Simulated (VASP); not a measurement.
GdN: single point with PBE

The system is GdN.

```xyz
4
Lattice="3.4609 0.0000 0.0000 -1.7305 2.9973 0.0000 0.0000 0.0000 6.0008" Properties=species:S:1:pos:R:3 pbc="T T T"
Gd    0.0000    1.9982    1.5002
Gd    1.7305    0.9991    4.5006
N     0.0000    0.0000    0.0000
N     0.0000    0.0000    3.0004
```

```yaml
Program: VASP 6.6.1
Task: single point
Functional: PBE
Potentials_or_basis: VASP PAW PBE potentials, release 64 (Gd, N)
Cutoff: 520 eV
k_mesh: 10 × 10 × 8
Occupations: gaussian, width 0.05 eV
Spin: collinear spin, ferromagnetic start
Starting_moments: "[7.54, 7.54, 0.0, 0.0] μB"
```

```yaml
Pressure: -2.6 GPa
Band_gap_on_the_k_mesh: zero (filled and empty bands overlap)
Net_moment: 14.00 μB per cell
Site_moments: Gd +6.79; N -0.07 μB
Valence_electrons_inside_the_program's_atomic_spheres: Gd 15.23; N 3.63
```

Levels at points of the mesh, in eV from the Fermi level:
Spin up:
| k point | band 27 | band 28 | band 29 | band 30 | band 31 | band 32 | band 33 | band 34 |
| --- | --- | --- | --- | --- | --- | --- | --- | --- |
| (0.00, 0.00, 0.00) | -1.98 | -0.89 | -0.89 | 0.38 | 1.46 | 2.27 | 2.60 | 2.60 |
| (0.50, 0.00, 0.00) | -2.57 | -2.56 | -0.62 | -0.35 | -0.14 | 3.84 | 3.88 | 5.66 |
| (0.00, 0.00, 0.50) | -1.64 | -1.64 | -1.64 | -1.64 | 3.32 | 3.32 | 4.09 | 4.09 |
| (0.50, 0.00, 0.50) | -2.52 | -2.52 | -1.62 | -1.62 | 1.82 | 1.82 | 5.47 | 5.47 |
Spin down:
```tsv
k point	band 12	band 13	band 14	band 15	band 16	band 17	band 18	band 19	band 20	band 21
(0.00, 0.00, 0.00)	-1.99	-1.99	-1.62	-1.62	-0.47	0.91	1.07	1.64	1.64	1.66
(0.50, 0.00, 0.00)	-2.55	-2.55	-2.29	-1.07	-0.66	0.43	1.34	1.50	1.54	1.56
(0.00, 0.00, 0.50)	-2.86	-1.87	-1.87	-1.87	-1.87	1.12	1.12	1.71	1.71	1.71
(0.50, 0.00, 0.50)	-2.91	-2.43	-2.43	-1.84	-1.84	1.24	1.24	1.53	1.53	1.58
```

Run time: 35 min on 1 thread of AMD EPYC 9R45 96-Core Processor (Zen 5) (shared host), peak memory 0.37 GiB.

Caveat: spin-orbit coupling is left out, which moves the levels of the heavy elements; semilocal functionals describe open f shells poorly, which spoils levels, moments and volumes. The state reached can hang on the start; a lower one may exist.
